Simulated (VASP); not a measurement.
# Ti5Al2C3 in VASP: further runs, part 2 of 2

VASP 6.6.1. The steps go on from the part before.

**5. Single point, PBEsol**

File INCAR:

```
SYSTEM = Ti5Al2C3
ALGO     = Normal         ! electronic algorithm
EDIFF    = 1E-6           ! SCF threshold, eV
ENCUT    = 520            ! plane-wave cutoff, eV
GGA      = PS             ! functional
ISIF     = 2              ! what is computed and relaxed
ISMEAR   = -1             ! smearing method
ISYM     = 0            
LASPH    = .TRUE.         ! aspherical terms in the spheres
LCHARG   = .TRUE.         ! write CHGCAR
LELF     = .TRUE.         ! ELF
LREAL    = Auto         
LVHAR    = .TRUE.       
LWAVE    = .FALSE.        ! write WAVECAR
NBANDS   = 94             ! bands
NELM     = 100            ! most SCF steps
PREC     = Accurate       ! precision mode
SIGMA    = 0.1448         ! smearing width, eV
```

File KPOINTS:

```
Automatic mesh
0
Gamma
  1 1 1
  0.25 0.25 0.25
```

File POSCAR:

```
Ti5Al2C3
1.0
    6.5014610000     -0.0292500000      0.0858630000
   -0.0292500000      6.6734590000      0.0542490000
    0.0858630000      0.0542490000      6.9054160000
Ti Al C
10 4 6
Direct
    0.4804588923      0.4061213038      0.7784761531
    0.3444001673      0.2342948319      0.1329195096
    0.5836351105      0.6293441097      0.4431641844
    0.2440415974      0.7310599226      0.4273036681
    0.9789988680      0.0000506807      0.1553116381
    0.0318432078      0.6119201721     -0.0001247153
    0.7132794656      0.3722625358      0.0741885521
    0.9485436030      0.8074871063      0.6911796237
    0.6164311713      0.8230569114      0.0127202121
    0.9207756061      0.3156423006      0.7275292560
   -0.0531747987      0.4708395698      0.3576853548
    0.3264243918     -0.1489963305      0.7723979445
    0.1870904235      0.1341519691      0.4976631741
    0.6063426916      0.0793844472      0.4270248267
    0.7834796748      0.0623854278      0.8876142636
    0.0397107402      0.3083858818      0.1160390179
    0.7322042316      0.5794394093      0.8417635867
    0.3112505161      0.8892503464      0.0956579813
    0.4284243067      0.8654164486      0.2696680731
    0.4463781224      0.3696070039      0.4626329283
```

The run is started by

```bash
> cat potpaw_PBE.64/Ti_sv/POTCAR potpaw_PBE.64/Al/POTCAR potpaw_PBE.64/C/POTCAR > POTCAR
> mpirun -np 1 vasp_std > vasp.out
```

Wall time 95 s (1 thread of Intel Xeon Platinum 8259CL at 2.50GHz (Skylake/Cascade Lake), shared host); peak memory 0.33 GiB.

The run converged. Its results:

```
Free energy   : -154.1302 eV
Pressure      : -6.7 GPa
Largest force : 3.799 eV/Å
```

Forces on the atoms (eV/Å):
```
Ti  -1.125  0.182 -1.268
Ti  -1.074 -0.789  0.825
Ti   3.041  0.492  0.058
Ti  -2.895 -1.614  0.826
Ti   0.076  1.045 -0.354
Ti   1.419 -0.324  0.532
Ti   0.483 -1.917  0.214
Ti  -3.366  1.754 -0.162
Ti   1.579 -0.214  0.167
Ti  -0.620 -0.228  1.965
Al   0.386 -0.480  0.375
Al   0.143  0.397  1.001
Al   0.165  0.761  0.360
Al   0.771  0.081  0.158
C    0.335  0.380 -0.403
C   -0.323  0.084 -0.921
C    1.545  0.221 -0.366
C   -2.274  0.560 -0.200
C    2.792  1.251 -2.119
C   -1.057 -1.639 -0.688
```

Stress tensor (GPa, compression positive):
```
  2.57   3.06  -0.88
  3.06 -15.46  -1.41
 -0.88  -1.41  -7.30
```

Levels at points of the mesh, in eV from the Fermi level:
```tsv
k point	band 76	band 77	band 78	band 79	band 80	band 81	band 82	band 83
(0.25, 0.25, 0.25)	-0.35	-0.17	-0.07	-0.02	0.23	0.40	0.46	0.60
```

Caveat: the k points lie up to 0.97 Å⁻¹ apart, too coarse for converged energies, forces and pressures; the atoms stand as in a frame of molecular dynamics; the PAW data sets were made with another functional, which shifts forces and pressure a little.

**6. Single point, PBEsol**

This run uses another cell than the first one, of 13.21 Å³/atom.

File INCAR:

```
PREC = Accurate
ENCUT = 520
EDIFF = 1E-6
ISMEAR = 0
SIGMA = 0.1
LREAL = Auto
LASPH = True
NELM = 60
ALGO = Normal
ISIF = 2
LWAVE = False
LCHARG = False
GGA = PS
ISYM = 0
NBANDS = 94
```

File KPOINTS:

```
Automatic mesh
0
Gamma
  2 2 2
  0.5 0.5 0.5
```

File POSCAR:

```
Ti5Al2C3
1.0
    7.0605915828      0.5230232261      0.2047232967
    0.5344862320      5.9296315604     -0.0761897876
    0.2307385678     -0.0744400183      6.3589837400
Ti Al C
10 4 6
Direct
    0.5301690506      0.2719947889      0.7583591176
    0.3077657382      0.2169809841      0.1322896681
    0.5907050660      0.6589643565      0.5136749011
    0.2591079869      0.6448964426      0.4105451156
    0.9741987519      0.9843420213      0.1265222384
    0.1691994135      0.5687894412     -0.0280646867
    0.6909419657      0.3697175485      0.1065733813
    0.8888766925      0.8025956592      0.7086552960
    0.5851227826      0.8247082670      1.0130958672
    0.9368280072      0.2852178096      0.7542408704
    0.9505918489      0.4898040412      0.3388933310
    0.2664457838      0.9191016991      0.8006192660
    0.2608390828      0.1819006966      0.5098372907
    0.6574681565      0.0593900594      0.3915164898
    0.7568837157      0.0632826821      0.9041143333
    0.0116469979      0.3131184169      0.0626165980
    0.6977813181      0.5485694601      0.8017826617
    0.2776236958      0.8529993460      0.1243513869
    0.3973558035      0.9084694034      0.2984804677
    0.4797950596      0.3610854097      0.4038252394
```

Potentials or basis: VASP PAW PBE potentials, release 64 (Ti_sv, Al, C).

The run is started by

```bash
> cat potpaw_PBE.64/Ti_sv/POTCAR potpaw_PBE.64/Al/POTCAR potpaw_PBE.64/C/POTCAR > POTCAR
> mpirun -np 1 vasp_std > vasp.out
```

It took 4.2 min on 1 thread of Intel Xeon Platinum 8259CL at 2.50GHz (Skylake/Cascade Lake), shared host; peak memory 0.37 GiB.

Results (log left out):

| Item | Value |
| --- | --- |
| Free energy | -162.1191 eV |
| Pressure | 0.1 GPa |
| Largest force | 0.045 eV/Å |
| Band gap on the k mesh | zero (bands 78 and 79 overlap by 0.08 eV) |

Forces on the atoms (eV/Å):
```
Ti  -0.001  0.008  0.004
Ti   0.025  0.036 -0.011
Ti   0.006  0.016  0.026
Ti  -0.033  0.020 -0.013
Ti  -0.011 -0.029  0.014
Ti  -0.008 -0.020 -0.018
Ti  -0.026 -0.010  0.023
Ti   0.020 -0.008 -0.001
Ti   0.019 -0.036 -0.013
Ti   0.014  0.014 -0.032
Al  -0.009  0.006  0.011
Al  -0.001 -0.026  0.001
Al   0.008  0.020 -0.003
Al  -0.001 -0.015  0.009
C   -0.005  0.018  0.014
C   -0.002  0.010 -0.034
C    0.010  0.006  0.012
C   -0.023 -0.016 -0.023
C    0.024  0.000  0.038
C   -0.006  0.007 -0.004
```

Levels at points of the mesh, in eV from the Fermi level:
| k point | band 76 | band 77 | band 78 | band 79 | band 80 | band 81 |
| --- | --- | --- | --- | --- | --- | --- |
| (0.25, 0.25, 0.25) | -0.34 | -0.23 | -0.11 | 0.09 | 0.18 | 0.39 |

Caveat: the k points lie up to 0.54 Å⁻¹ apart; the atoms stand as in a frame of molecular dynamics; the PAW data sets were made with another functional, which shifts forces and pressure a little.

**7. The runs side by side**

```csv
cell,k mesh,smearing,pressure (GPa),largest force (eV/Å)
"a = 6.502, b = 6.674, c = 6.906 Å, angles 89.1, 88.5, 90.5°, 20 atoms, atomic positions A","1 × 1 × 1, shifted",fermi-dirac 0.3619 eV,3.9,6.78
"a = 6.502, b = 6.674, c = 6.906 Å, angles 89.1, 88.5, 90.5°, 20 atoms, atomic positions B","1 × 1 × 1, shifted",fermi-dirac 0.1448 eV,-5.8,2.86
"a = 6.502, b = 6.674, c = 6.906 Å, angles 89.1, 88.5, 90.5°, 20 atoms, atomic positions C","1 × 1 × 1, shifted",fermi-dirac 0.1448 eV,-8.7,3.50
"a = 6.502, b = 6.674, c = 6.906 Å, angles 89.1, 88.5, 90.5°, 20 atoms, atomic positions D","1 × 1 × 1, shifted",fermi-dirac 0.1448 eV,-6.7,3.80
"a = 7.083, b = 5.954, c = 6.364 Å, angles 91.2, 86.3, 80.6°, 20 atoms, atomic positions E","2 × 2 × 2, shifted",gaussian 0.1 eV,0.1,0.05
```

Alike in all rows: task single point; level PBEsol; potentials or basis VASP PAW PBE potentials, release 64 (Ti_sv, Al, C); no spin polarisation; cutoff (eV) 520.

Caveats: all runs use coarse meshes; the atoms stand as in a frame of molecular dynamics; the PAW data sets were made with another functional, which shifts forces and pressure a little; so wide a smearing shifts energies and pressures (at least some runs).

Absolute energies hang on the potentials; compare differences alone.
